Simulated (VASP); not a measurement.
Hf3F:

```xyz
4
Lattice="3.0579 0.0000 0.0000 0.0000 3.1343 0.0000 0.0000 0.0000 8.0010" Properties=species:S:1:pos:R:3 pbc="T T T"
Hf    0.0000    0.0000    4.0005
Hf    1.5289    1.5671    6.1861
Hf    1.5289    1.5671    1.8149
F     0.0000    0.0000    0.0000
```

* Program: VASP 6.6.1
* Task: relaxation of cell and atoms
* Functional: PBE
* Potentials or basis: VASP PAW PBE potentials, release 64 (Hf_pv, F)
* Cutoff: 600 eV
* k mesh: 6 × 6 × 2
* Occupations: gaussian, width 0.1 eV
* Spin: no spin polarisation

At the start: pressure -0.6 GPa; volume 19.17 Å³/atom.

Q: How do energy, volume and symmetry change on relaxing?

A: Over 6 steps the energy falls by 3.6 meV/atom and the volume is 18.98 Å³/atom (-1.0 %); space group P4/mmm (No. 123, to 0.05 Å).

The path:
| step | energy change (eV) | largest force (eV/Å) | pressure (GPa) | volume (Å³) |
| --- | --- | --- | --- | --- |
| 1 | 0.0000 | 0.1247 | -0.61 | 76.68 |
| 2 | -0.0118 | 0.1215 | 0.28 | 75.87 |
| 3 | -0.0125 | 0.1204 | 0.58 | 75.60 |
| 4 | -0.0136 | 0.0058 | -0.46 | 76.21 |
| 5 | -0.0140 | 0.0465 | -0.10 | 75.99 |
| 6 | -0.0143 | 0.0332 | -0.06 | 75.92 |

Final structure:
```xyz
4
Lattice="3.0764 0.0000 0.0000 0.0000 3.0735 0.0000 0.0000 0.0000 8.0291" Properties=species:S:1:pos:R:3 pbc="T T T"
Hf    3.0764    3.0735    4.0146
Hf    1.5382    1.5367    6.2236
Hf    1.5382    1.5367    1.8055
F     3.0764    3.0735    8.0291
```

Caveat: the k points lie up to 0.39 Å⁻¹ apart in the final cell; an odd number of electrons without spin polarisation forces a metal; a magnetic or distorted state may lie lower.
